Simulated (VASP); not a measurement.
# Al3GaN4 (P-42m) in VASP: further runs, part 2 of 2

VASP 6.6.1. The steps go on from the part before.

**3. Single point, r2SCAN (strain -0.080 along x and y, +0.040 along z)**

The input, POSCAR:

```
Al3GaN4
1.0
    4.0491383092      0.0000000000      0.0000000000
    0.0000000000      4.0491383092      0.0000000000
    0.0000000000      0.0000000000      4.5772867843
Al Ga N
3 1 4
Direct
    0.5000000000      0.5000000000      0.0000000000
    0.5000000000      0.0000000000      0.5000000000
    0.0000000000      0.5000000000      0.5000000000
    0.0000000000      0.0000000000      0.0000000000
    0.7444581602      0.7444581602      0.2555418398
    0.7444581602      0.2555418398      0.7444581602
    0.2555418398      0.7444581602      0.7444581602
    0.2555418398      0.2555418398      0.2555418398
```

The input, INCAR.step1:

```
PREC = Accurate ; ENCUT = 520
ISMEAR = 0 ; SIGMA = 0.05
LREAL = False ; LASPH = True
NELM = 100 ; NBANDS = 31
GGA = PE ; ALGO = Normal
EDIFF = 1E-4 ; LWAVE = True
LCHARG = False
```

The input, INCAR.step2:

```
PREC = Accurate ; ENCUT = 520
EDIFF = 1E-6 ; ISMEAR = 0
SIGMA = 0.05 ; LREAL = False
LASPH = True ; NELM = 100
ALGO = Normal ; ISIF = 2
LWAVE = False ; LCHARG = False
METAGGA = R2SCAN ; LMIXTAU = True
NBANDS = 31 ; ISTART = 1
```

The input, KPOINTS:

```
Automatic mesh
0
Gamma
  6 6 6
```

Potentials or basis: VASP PAW PBE potentials, release 64 (Al, Ga_d, N).

On the command line:

```
> cat potpaw_PBE.64/Al/POTCAR potpaw_PBE.64/Ga_d/POTCAR potpaw_PBE.64/N/POTCAR > POTCAR
> cp INCAR.step1 INCAR
> mpirun -np 1 vasp_std > vasp.out
> cp INCAR.step2 INCAR
> mpirun -np 1 vasp_std > vasp.out
```

OUTCAR:

```text
PREC = Accurate
   ENCUT = 520
   EDIFF = 1E-6
   ISMEAR = 0
   LREAL = False
   LASPH = True
   NELM = 100
   ISIF = 2
   METAGGA = R2SCAN
   ISTART = 1

 ion  position               nearest neighbor table
   1  0.500  0.500  0.000-   5 1.82   6 1.82   7 1.82   8 1.82   4 2.86   4 2.86   4 2.86   4 2.86
                             3 3.06   2 3.06   3 3.06   2 3.06   3 3.06   2 3.06   3 3.06   2 3.06
   2  0.500  0.000  0.500-   5 1.82   6 1.82   7 1.82   8 1.82   3 2.86   3 2.86   3 2.86   3 2.86
                             4 3.06   1 3.06   1 3.06   1 3.06   4 3.06   4 3.06   4 3.06   1 3.06
[... 1037 lines left out ...]
  in kB      405.4362755    405.4362755    167.4454893      0.0000000     -0.0000000      0.0000000
  external PRESSURE =     326.1060134 kB  Pullay stress =       0.0000000 kB

 VOLUME and BASIS-vectors are now :
 -----------------------------------------------------------------------------
  energy-cutoff  :      520.00
  volume of cell :       75.05
      direct lattice vectors                 reciprocal lattice vectors
     4.049138309  0.000000000  0.000000000     0.246966126  0.000000000  0.000000000
     0.000000000  4.049138309  0.000000000     0.000000000  0.246966126  0.000000000
     0.000000000  0.000000000  4.577286784     0.000000000  0.000000000  0.218470034

 POSITION                                       TOTAL-FORCE (eV/Angst)
 -----------------------------------------------------------------------------------
      2.02457      2.02457      0.00000         0.000000     -0.000000      0.000000
      2.02457      0.00000      2.28864        -0.000000      0.000000      0.000000
      0.00000      2.02457      2.28864        -0.000000      0.000000      0.000000
      0.00000      0.00000      0.00000         0.000000     -0.000000      0.000000
      3.01441      3.01441      1.16969        -0.128867     -0.128867     -0.050290
      3.01441      1.03472      3.40760        -0.128867      0.128867      0.050290
      1.03472      3.01441      3.40760         0.128867     -0.128867      0.050290
      1.03472      1.03472      1.16969         0.128867      0.128867     -0.050290
 -----------------------------------------------------------------------------------
    total drift:                               -0.000000     -0.000000      0.000000

  FREE ENERGIE OF THE ION-ELECTRON SYSTEM (eV)
  ---------------------------------------------------
  free  energy   TOTEN  =       -78.0445019666 eV

  energy  without entropy=      -78.0445019665  energy(sigma->0) =      -78.04450197
```

OUTCAR.step1:

```text
PREC = Accurate
   ENCUT = 520
   ISMEAR = 0
   LREAL = False
   LASPH = True
[... 1064 lines left out ...]
      3.01441      3.01441      1.16969        -0.136662     -0.136662     -0.047748
      3.01441      1.03472      3.40760        -0.136662      0.136662      0.047748
      1.03472      3.01441      3.40760         0.136662     -0.136662      0.047748
      1.03472      1.03472      1.16969         0.136662      0.136662     -0.047748
 -----------------------------------------------------------------------------------
    total drift:                               -0.000000     -0.000000      0.000000

  FREE ENERGIE OF THE ION-ELECTRON SYSTEM (eV)
  ---------------------------------------------------
  free  energy   TOTEN  =       -55.0073206163 eV

  energy  without entropy=      -55.0073206163  energy(sigma->0) =      -55.00732062
```

OSZICAR.step1:

```text
N       E                     dE             d eps       ncg     rms          rms(c)
DAV:   1     0.327738309747E+03    0.32774E+03   -0.19854E+04  2845   0.177E+03
DAV:   2    -0.217822337989E+02   -0.34952E+03   -0.32448E+03  2895   0.463E+02
DAV:   3    -0.638389397066E+02   -0.42057E+02   -0.41515E+02  2894   0.128E+02
DAV:   4    -0.653949340377E+02   -0.15560E+01   -0.15521E+01  3222   0.275E+01
DAV:   5    -0.654324851798E+02   -0.37551E-01   -0.37539E-01  2991   0.399E+00    0.181E+01
DAV:   6    -0.549095516855E+02    0.10523E+02   -0.28924E+01  3879   0.626E+01    0.594E+00
DAV:   7    -0.550476561847E+02   -0.13810E+00   -0.37558E+00  2956   0.124E+01    0.431E+00
DAV:   8    -0.550339845364E+02    0.13672E-01   -0.44438E-01  3376   0.766E+00    0.912E-01
DAV:   9    -0.550075396636E+02    0.26445E-01   -0.93176E-02  3924   0.515E+00    0.429E-01
DAV:  10    -0.550070367069E+02    0.50296E-03   -0.14211E-02  3018   0.736E-01    0.149E-01
DAV:  11    -0.550073236032E+02   -0.28690E-03   -0.10000E-03  3883   0.404E-01    0.249E-02
DAV:  12    -0.550073206163E+02    0.29868E-05   -0.16487E-04  2246   0.195E-01
   1 F= -.55007321E+02 E0= -.55007321E+02  d E =-.201405E-16
```

Wall time 4.8 min (1 thread of Intel Xeon Platinum 8488C (Sapphire Rapids), shared host); peak memory 0.23 GiB.

Results:

```yaml
Free_energy: -78.0445 eV
Pressure: 32.6 GPa
Largest_force: 0.189 eV/Å
Band_gap_on_the_k_mesh: 3.61 eV (least direct gap 3.69 eV)
```

Forces in eV/Å, atoms in the order of the input:
```
Al   0.000  0.000  0.000
Al   0.000  0.000  0.000
Al   0.000  0.000  0.000
Ga   0.000  0.000  0.000
N   -0.129 -0.129 -0.050
N   -0.129  0.129  0.050
N    0.129 -0.129  0.050
N    0.129  0.129 -0.050
```

Levels at points of the mesh, in eV from the valence-band top:
| k point | band 17 | band 18 | band 19 | band 20 | band 21 | band 22 | band 23 | band 24 | band 25 | band 26 |
| --- | --- | --- | --- | --- | --- | --- | --- | --- | --- | --- |
| (0.00, 0.00, 0.00) | -1.80 | -1.80 | -0.79 | -0.08 | -0.08 | 3.61 | 3.61 | 4.43 | 4.81 | 7.90 |
| (0.50, 0.00, 0.00) | -2.83 | -2.08 | -1.85 | -1.66 | -1.45 | 6.67 | 6.83 | 7.24 | 7.35 | 9.81 |
| (0.50, 0.50, 0.00) | -3.59 | -0.62 | -0.33 | -0.22 | -0.22 | 8.78 | 8.78 | 8.92 | 9.36 | 9.86 |
| (0.00, 0.00, 0.50) | -3.56 | -1.19 | -1.19 | -0.81 | -0.81 | 6.01 | 6.01 | 6.46 | 6.58 | 9.96 |
| (0.50, 0.00, 0.50) | -2.85 | -1.65 | -1.42 | -1.27 | -1.12 | 8.35 | 8.36 | 8.36 | 8.48 | 8.73 |
| (0.50, 0.50, 0.50) | -1.44 | -0.56 | -0.37 | -0.15 | -0.15 | 6.46 | 7.73 | 7.73 | 7.75 | 10.92 |

Caveat: the cell differs from its parent crystal (strain -0.080 along x and y, +0.040 along z); the stress differs along the axes, from 17 to 41 GPa; the PAW data sets were made with another functional, which shifts forces and pressure a little. A k mesh can miss the band edges.

**4. Single point, r2SCAN (strain -0.080 along x and y, +0.080 along z)**

Edit POSCAR of step 3 so:

```diff
@@ -4,3 +4,3 @@
     0.0000000000      4.0491383092      0.0000000000
-    0.0000000000      0.0000000000      4.5772867843
+    0.0000000000      0.0000000000      4.7533362760
 Al Ga N
```

The input, INCAR.step1:

```
SYSTEM = Al3GaN4
ALGO = Normal
EDIFF = 1E-4
ENCUT = 520
GGA = PE
ISMEAR = 0
LASPH = .TRUE.
LCHARG = .FALSE.
LREAL = .FALSE.
LWAVE = .TRUE.
NBANDS = 31
NELM = 80
PREC = Accurate
SIGMA = 0.05
```

The input, INCAR.step2:

```
SYSTEM = Al3GaN4
ALGO = Normal
EDIFF = 1E-6
ENCUT = 520
ISIF = 2
ISMEAR = 0
ISTART = 1
LASPH = .TRUE.
LCHARG = .TRUE.
LELF = .TRUE.
LMIXTAU = .TRUE.
LREAL = .FALSE.
LVHAR = .TRUE.
LWAVE = .FALSE.
METAGGA = R2SCAN
NBANDS = 31
NELM = 80
PREC = Accurate
SIGMA = 0.05
```

The input, KPOINTS:

```
k-points
0
G
  6 6 6
  0 0 0
```

Potentials or basis: VASP PAW PBE potentials, release 64 (Al, Ga_d, N).

On the command line:

```
> cat potpaw_PBE.64/Al/POTCAR potpaw_PBE.64/Ga_d/POTCAR potpaw_PBE.64/N/POTCAR > POTCAR
> cp INCAR.step1 INCAR
> mpirun -np 1 vasp_std > vasp.out
> cp INCAR.step2 INCAR
> mpirun -np 1 vasp_std > vasp.out
```

OUTCAR:

```text
SYSTEM = Al3GaN4
   EDIFF = 1E-6
   ENCUT = 520
   ISIF = 2
   ISMEAR = 0
   ISTART = 1
   LASPH = .TRUE.
   LREAL = .FALSE.
   METAGGA = R2SCAN
   NELM = 80
   PREC = Accurate

 ion  position               nearest neighbor table
   1  0.500  0.500  0.000-   5 1.85   6 1.85   7 1.85   8 1.85   4 2.86   4 2.86   4 2.86   4 2.86
                             3 3.12   2 3.12   3 3.12   2 3.12   3 3.12   2 3.12   3 3.12   2 3.12
   2  0.500  0.000  0.500-   5 1.84   6 1.84   7 1.84   8 1.84   3 2.86   3 2.86   3 2.86   3 2.86
                             4 3.12   1 3.12   1 3.12   1 3.12   4 3.12   4 3.12   4 3.12   1 3.12
   3  0.000  0.500  0.500-   5 1.84   6 1.84   7 1.84   8 1.84   2 2.86   2 2.86   2 2.86   2 2.86
                             4 3.12   1 3.12   4 3.12   4 3.12   1 3.12   4 3.12   1 3.12   1 3.12
   4  0.000  0.000  0.000-   5 1.90   6 1.90   7 1.90   8 1.90   1 2.86   1 2.86   1 2.86   1 2.86
                             3 3.12   2 3.12   3 3.12   3 3.12   3 3.12   2 3.12   2 3.12   2 3.12
   5  0.744  0.744  0.256-   2 1.84   3 1.84   1 1.85   4 1.90
   6  0.744  0.256  0.744-   2 1.84   3 1.84   1 1.85   4 1.90
   7  0.256  0.744  0.744-   2 1.84   3 1.84   1 1.85   4 1.90
   8  0.256  0.256  0.256-   2 1.84   3 1.84   1 1.85   4 1.90

  LATTYP: Found a simple tetragonal cell.
 ALAT       =     4.0491383092
 C/A-ratio  =     1.1739130435

[... 206 lines left out ...]
      6      -6.5143      2.00000
[... 805 lines left out ...]
     30      18.1970      0.00000
     31      18.7904      0.00000

 [... further k-points ...]

------------------------ aborting loop because EDIFF is reached ----------------------------------------

  FORCE on cell =-STRESS in cart. coord.  units (eV):
  Direction    XX          YY          ZZ          XY          YZ          ZX
  --------------------------------------------------------------------------------------
  -------------------------------------------------------------------------------------
  Total       15.4734821     15.4734821     -1.7073162      0.0000000      0.0000000      0.0000000
  in kB      318.1082082    318.1082082    -35.0994878      0.0000000      0.0000000      0.0000000
  external PRESSURE =     200.3723095 kB  Pullay stress =       0.0000000 kB

 VOLUME and BASIS-vectors are now :
 -----------------------------------------------------------------------------
  energy-cutoff  :      520.00
  volume of cell :       77.93
      direct lattice vectors                 reciprocal lattice vectors
     4.049138309  0.000000000  0.000000000     0.246966126  0.000000000  0.000000000
     0.000000000  4.049138309  0.000000000     0.000000000  0.246966126  0.000000000
     0.000000000  0.000000000  4.753336276     0.000000000  0.000000000  0.210378551

 POSITION                                       TOTAL-FORCE (eV/Angst)
 -----------------------------------------------------------------------------------
      2.02457      2.02457      0.00000         0.000000     -0.000000      0.000000
      2.02457      0.00000      2.37667         0.000000     -0.000000      0.000000
      0.00000      2.02457      2.37667         0.000000     -0.000000     -0.000000
      0.00000      0.00000      0.00000         0.000000     -0.000000      0.000000
      3.01441      3.01441      1.21468        -0.116334     -0.116334     -0.080519
      3.01441      1.03472      3.53866        -0.116334      0.116334      0.080519
      1.03472      3.01441      3.53866         0.116334     -0.116334      0.080519
      1.03472      1.03472      1.21468         0.116334      0.116334     -0.080519
 -----------------------------------------------------------------------------------
    total drift:                               -0.000000     -0.000000     -0.000000

  FREE ENERGIE OF THE ION-ELECTRON SYSTEM (eV)
  ---------------------------------------------------
  free  energy   TOTEN  =       -78.1657517034 eV

  energy  without entropy=      -78.1657517034  energy(sigma->0) =      -78.16575170
```

OUTCAR.step1:

```text
SYSTEM = Al3GaN4
   EDIFF = 1E-4
   ENCUT = 520
   GGA = PE
   ISMEAR = 0
   LASPH = .TRUE.
   LREAL = .FALSE.
   NELM = 80
[... 1063 lines left out ...]
      3.01441      1.03472      3.53866        -0.128089      0.128089      0.075575
      1.03472      3.01441      3.53866         0.128089     -0.128089      0.075575
      1.03472      1.03472      1.21468         0.128089      0.128089     -0.075575
 -----------------------------------------------------------------------------------
    total drift:                               -0.000000     -0.000000     -0.000000

  FREE ENERGIE OF THE ION-ELECTRON SYSTEM (eV)
  ---------------------------------------------------
  free  energy   TOTEN  =       -55.2440299859 eV

  energy  without entropy=      -55.2440299859  energy(sigma->0) =      -55.24402999
```

Run time: 4.9 min. Hardware: 1 thread of Intel Xeon Platinum 8488C (Sapphire Rapids), shared host; peak memory 0.23 GiB.

What came out:

```
Free energy            : -78.1658 eV
Pressure               : 20.0 GPa
Largest force          : 0.183 eV/Å
Band gap on the k mesh : 3.40 eV (least direct gap 3.53 eV)
```

Forces on the atoms (eV/Å):
```
Al   0.000  0.000  0.000
Al   0.000  0.000  0.000
Al   0.000  0.000  0.000
Ga   0.000  0.000  0.000
N   -0.116 -0.116 -0.081
N   -0.116  0.116  0.081
N    0.116 -0.116  0.081
N    0.116  0.116 -0.081
```

Stress tensor (GPa, compression positive):
```
31.81  0.00  0.00
 0.00 31.81  0.00
 0.00  0.00 -3.51
```

Caveat: the cell differs from its parent crystal (strain -0.080 along x and y, +0.080 along z); the stress differs along the axes, from -4 to 32 GPa; the PAW data sets were made with another functional, which shifts forces and pressure a little. A k mesh can miss the band edges.

**5. The runs side by side**

```csv
cell,gap on the mesh (eV),pressure (GPa),largest force (eV/Å)
"a = 4.049, b = 4.049, c = 4.401 Å, 8 atoms",3.79,47.5,0.20
"a = 4.049, b = 4.049, c = 4.577 Å, 8 atoms",3.61,32.6,0.19
"a = 4.049, b = 4.049, c = 4.753 Å, 8 atoms",3.40,20.0,0.18
```

Alike in all rows: task single point; level r2SCAN; potentials or basis VASP PAW PBE potentials, release 64 (Al, Ga_d, N); no spin polarisation; k mesh 6 × 6 × 6; cutoff (eV) 520; smearing gaussian 0.05 eV.

Caveats: the PAW data sets were made with another functional, which shifts forces and pressure a little; the stress differs along the axes, from 38 to 52 GPa (at least some runs); the stress differs along the axes, from 17 to 41 GPa (at least some runs); the stress differs along the axes, from -4 to 32 GPa (at least some runs).

Absolute energies hang on the potentials; compare differences alone.
